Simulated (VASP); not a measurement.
Runs of VASP 6.6.1 on ZnO (rock salt type). The structure is that of space group Fm-3m (No. 225), or close to it. The cells are those of the table. 

```csv
cell,gap on the mesh (eV),pressure (GPa)
"a = 3.121 Å, angles 60.0°, 2 atoms",0.48,-7.7
"a = 3.081 Å, angles 60.0°, 2 atoms",0.64,(a)
"a = 3.061 Å, angles 60.0°, 2 atoms",0.73,(b)
"a = 3.040 Å, angles 60.0°, 2 atoms",0.82,(c)
```

Alike in all rows: task single point; level PBE; potentials or basis VASP PAW PBE potentials, release 64 (Zn, O); no spin polarisation; k mesh 43 × 43 × 43; cutoff (eV) 520; smearing fermi-dirac 0.0612256 eV.

Q: Fill in the values left out.

A: (a) -2.1; (b) 1.1; (c) 4.7.

Caveats: an odd mesh through Γ misses points on the zone boundary, where band edges can lie; the cell stands under tension (at least some runs); the cell stands under pressure (at least some runs).
